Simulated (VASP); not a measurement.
Here is a VASP 6.6.1 calculation.

File INCAR:

```
ALGO = Normal
EDIFF = 1E-7
ENCUT = 520
GGA = PE
ISIF = 2
ISMEAR = 0
LASPH = True
LCHARG = True
LELF = True
LREAL = False
LVHAR = True
LWAVE = False
NBANDS = 16
NELM = 80
PREC = Accurate
SIGMA = 0.1
```

KPOINTS

```
k-points
0
Gamma
  16 16 16
```

Contents of POSCAR:

```
AlRu
1.0
    3.0040345960      0.0000000000      0.0000000000
    0.0000000000      3.0040345960      0.0000000000
    0.0000000000      0.0000000000      3.0040345960
Ru Al
1 1
Direct
    0.0000000000      0.0000000000      0.0000000000
    0.5000000000      0.5000000000      0.5000000000
```

Potentials or basis: VASP PAW PBE potentials, release 64 (Ru_pv, Al).

Command:

```sh
$ cat potpaw_PBE.64/Ru_pv/POTCAR potpaw_PBE.64/Al/POTCAR > POTCAR
$ mpirun -np 1 vasp_std > vasp.out
```

What does it give for the pressure?

-0.1 GPa.
